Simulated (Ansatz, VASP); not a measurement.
## Ge3Pt in VASP and in Ansatz

Contents of INCAR:

```
  ALGO = Normal
  EDIFF = 1E-7
  ENCUT = 520
  GGA = PE
  ISIF = 2
  ISMEAR = 0
  LASPH = True
  LCHARG = False
  LREAL = False
  LWAVE = False
  NBANDS = 34
  NELM = 100
  PREC = Accurate
  SIGMA = 0.1
```

KPOINTS

```
k-points
0
Gamma
  6 6 4
```

POSCAR

```
Ge3Pt
1.0
    3.5420690300      0.0000000000      0.0000000000
    0.0000000000      3.5420690300      0.0000000000
    0.0000000000      0.0000000000      7.2247340800
Ge Pt
3 1
Direct
    0.0000000000      0.0000000000      0.6509379100
    0.0000000000      0.0000000000      0.3490620900
    0.5000000000      0.5000000000      0.0000000000
    0.0000000000      0.0000000000      0.0000000000
```

Input for Ansatz:

```yaml
crystal:
  lattice:
    - [3.54206903, 0.0, 0.0]
    - [0.0, 3.54206903, 0.0]
    - [0.0, 0.0, 7.22473408]
  atoms:
    - { symbol: Ge, position: [0.0, 0.0, 0.65093791] }
    - { symbol: Ge, position: [0.0, 0.0, 0.34906209] }
    - { symbol: Ge, position: [0.5, 0.5, 0.0] }
    - { symbol: Pt, position: [0.0, 0.0, 0.0] }
basis:
  ecutwfc: 420
kpoints:
  mp_grid: { grid: [6, 6, 4] }
hamiltonian:
  xc: pbe
scf:
  occupations: { method: gaussian, width: 0.1 }
  lower_state_search: "off"
output:
  forces: true
  stress: true
  eigenvalues: true
```

Alike in both runs: task single point; functional PBE; k mesh 6 × 6 × 4; occupations gaussian, width 0.1 eV; no spin polarisation.

```csv
,VASP,Ansatz
version,VASP 6.6.1,Ansatz 0.2.0
potentials or method,"VASP PAW PBE potentials, release 64 (Ge_d, Pt), cutoff 520 eV","scalar-relativistic, plane waves, PAW"
valence electrons in the cell,52,60
```

Ansatz gave:

| Item | Value |
| --- | --- |
| gap on the k mesh at the Fermi level (eV) | none |
| pressure (GPa) | 4.8 |
| traceless stress, the component that is largest in VASP (GPa) | 5.48 |
| rms of the force components (eV/Å) | 1.079 |

Estimate VASP's values.

gap on the k mesh at the Fermi level (eV): none; pressure (GPa): 4.8; traceless stress, the component that is largest in VASP (GPa): 5.43; rms of the force components (eV/Å): 1.074.

Atom by atom the forces differ by 0.006 eV/Å (rms over components). A gap of «none» marks a metal or a gap that the smearing closes. The functional is the same, so the differences come from potentials, cutoffs and numerics. VASP's potentials hold 52 valence electrons a cell and Ansatz's 60, so a difference there can come from the potentials and not from the codes.

Neither program's run includes spin-orbit coupling.
